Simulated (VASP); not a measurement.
**SnTe3: single point with revPBE**

Crystal: SnTe3.

```
Sn Te
1.0
     0.00000    3.86122    3.86122
     3.86122    0.00000    3.86122
     3.86122    3.86122    0.00000
Sn Te
1 3
Cartesian
  0.0000 0.0000 0.0000
  1.9306 1.9306 1.9306
  5.7918 5.7918 5.7918
  3.8612 3.8612 3.8612
```

```json
{"Program": "VASP 6.6.1", "Task": "single point", "Functional": "revPBE", "Potentials or basis": "VASP PAW PBE potentials, release 64 (Sn_d, Te)", "Cutoff": "520 eV", "k mesh": "4 × 4 × 4", "Occupations": "fermi-dirac, width 0.05 eV", "Spin": "no spin polarisation", "Dipole correction": "no", "Further INCAR settings": "ALGO = Normal; EDIFF = 1e-06; NBANDS = 24"}
```

```json
{
  "Pressure": "1.3 GPa",
  "Band gap on the k mesh": "zero (band 16 reaches 8.17 eV, above the bottom of band 17 at 5.96 eV)"
}
```

Levels at points of the mesh, in eV from the Fermi level:
```
           k point  band 13  band 14  band 15  band 16  band 17  band 18  band 19  band 20
(0.00, 0.00, 0.00)    -3.34    -3.34    -3.34    -1.87    -1.87    -1.87     3.03     3.03
(0.50, 0.00, 0.00)    -3.46    -2.07    -1.97     0.33     0.33     1.23     1.77     1.77
(0.50, 0.50, 0.00)    -0.98    -0.63    -0.63     0.00     0.12     0.12     2.08     3.26
```

Run time: 23 s on 1 thread of Intel(R) Xeon(R) Platinum 8559C (Emerald Rapids) (shared host), peak memory 0.25 GiB.

Caveat: the PAW data sets were made with another functional, which shifts forces and pressure a little; spin-orbit coupling is left out, which moves the levels of the heavy elements.
